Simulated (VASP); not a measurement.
LiH2:

```
Li H
1.0
    -2.32997    2.32997    2.45557
     2.32997   -2.32997    2.45557
     2.32997    2.32997   -2.45557
Li H
2 4
Cartesian
  2.3300 0.0000 0.0000
  0.0000 2.3300 0.0000
  1.7475 1.1650 0.0000
  1.1650 -0.5825 2.4556
  1.1650 2.9125 0.0000
  0.5825 1.1650 2.4556
```

The cell was generated, and may not be a known phase.

* Program: VASP 6.6.1
* Task: relaxation of cell and atoms
* Functional: PBE
* Potentials or basis: VASP PAW PBE potentials, release 64 (Li_sv, H_h)
* Cutoff: 1230 eV
* k mesh: 6 × 6 × 6
* Occupations: gaussian, width 0.1 eV
* Spin: no spin polarisation

At the start: pressure 13.0 GPa; volume 8.89 Å³/atom.

Question: How do energy, volume and symmetry change on relaxing?

Answer: Over 16 steps the energy falls by 670.9 meV/atom and the volume is 12.13 Å³/atom (+36.5 %); space group I4/m (No. 87, to 0.1 Å) before, I4/mmm (No. 139, to 0.1 Å).

The path:
| step | energy change (eV) | largest force (eV/Å) | pressure (GPa) | volume (Å³) |
| --- | --- | --- | --- | --- |
| 1 | 0.0000 | 4.2573 | 12.95 | 53.32 |
| 2 | -2.6069 | 1.7479 | 1.58 | 59.04 |
| 3 | -3.3831 | 0.7556 | -3.47 | 66.36 |
| 4 | -3.6945 | 0.6082 | -2.15 | 63.98 |
| 5 | -3.9338 | 0.1176 | 2.05 | 59.42 |
| 6 | -3.9378 | 0.0953 | 1.32 | 60.03 |
| 7 | -3.9381 | 0.0828 | 1.50 | 59.88 |
| 8 | -3.9552 | 0.0593 | 1.22 | 61.12 |
| 9 | -3.9878 | 0.0951 | 0.50 | 64.92 |
| 10 | -3.9861 | 0.2675 | -0.49 | 72.85 |
| 11 | -3.9963 | 0.1917 | -0.09 | 69.17 |
| 12 | -4.0132 | 0.0616 | -0.30 | 70.86 |
| 13 | -4.0167 | 0.0952 | -0.44 | 72.28 |
| 14 | -4.0238 | 0.0494 | 0.17 | 72.22 |
| 15 | -4.0238 | 0.0459 | 0.22 | 72.21 |
| 16 | -4.0253 | 0.0160 | 0.14 | 72.76 |

Final structure:
```cif
data_structure
_symmetry_space_group_name_H-M 'P 1'
_symmetry_Int_Tables_number 1
_cell_length_a 4.6343
_cell_length_b 4.6343
_cell_length_c 4.6343
_cell_angle_alpha 117.547
_cell_angle_beta 117.547
_cell_angle_gamma 94.304
_cell_volume 72.76
loop_
_atom_site_label
_atom_site_type_symbol
_atom_site_fract_x
_atom_site_fract_y
_atom_site_fract_z
_atom_site_occupancy
Li1 Li 0.00000 0.50000 0.50000 1
Li2 Li 0.50000 0.00000 0.50000 1
H1 H 0.36087 0.36245 0.72333 1
H2 H 0.36245 0.63913 0.00158 1
H3 H 0.63755 0.36087 0.99842 1
H4 H 0.63913 0.63755 0.27667 1
```

Caveat: the volume moved by over 15 % at a fixed basis, so the end points are rough.
